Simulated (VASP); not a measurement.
## Ta: single point with LDA

Crystal: Ta.

```xyz
1
Lattice="2.6830 0.0000 0.0000 0.0000 2.6830 0.0000 0.0000 0.0000 2.6830" Properties=species:S:1:pos:R:3 pbc="T T T"
Ta    0.0000    0.0000    0.0000
```

- Program: VASP 6.6.1
- Task: single point
- Functional: LDA
- Potentials or basis: VASP PAW LDA potentials, release 64 (Ta_pv)
- Cutoff: 520 eV
- k mesh: 14 × 14 × 14
- Occupations: fermi-dirac, width 0.05 eV
- Spin: no spin polarisation
- Dipole correction: no
- Further INCAR settings: ALGO = Normal; EDIFF = 1e-06; NBANDS = 12

| Item | Value |
| --- | --- |
| Pressure | 0.6 GPa |

Levels at points of the mesh, in eV from the Fermi level:
| k point | band 3 | band 4 | band 5 | band 6 | band 7 | band 8 | band 9 | band 10 |
| --- | --- | --- | --- | --- | --- | --- | --- | --- |
| (0.00, 0.00, 0.00) | -33.06 | -7.42 | -2.87 | -2.87 | 6.52 | 6.52 | 6.52 | 13.51 |
| (0.50, 0.00, 0.00) | -32.92 | -3.84 | -1.83 | 0.23 | 2.44 | 2.44 | 6.97 | 10.87 |
| (0.50, 0.50, 0.00) | -32.79 | -4.35 | -1.46 | 3.29 | 3.29 | 5.63 | 5.63 | 9.36 |
| (0.50, 0.50, 0.50) | -34.12 | -2.61 | -2.61 | -2.61 | 7.70 | 9.67 | 9.67 | 12.44 |

It took 7.8 s on 1 thread of Intel(R) Xeon(R) Platinum 8559C (Emerald Rapids), on a shared host, peak memory 0.13 GiB.

Caveat: spin-orbit coupling is left out, which moves the levels of the heavy elements.
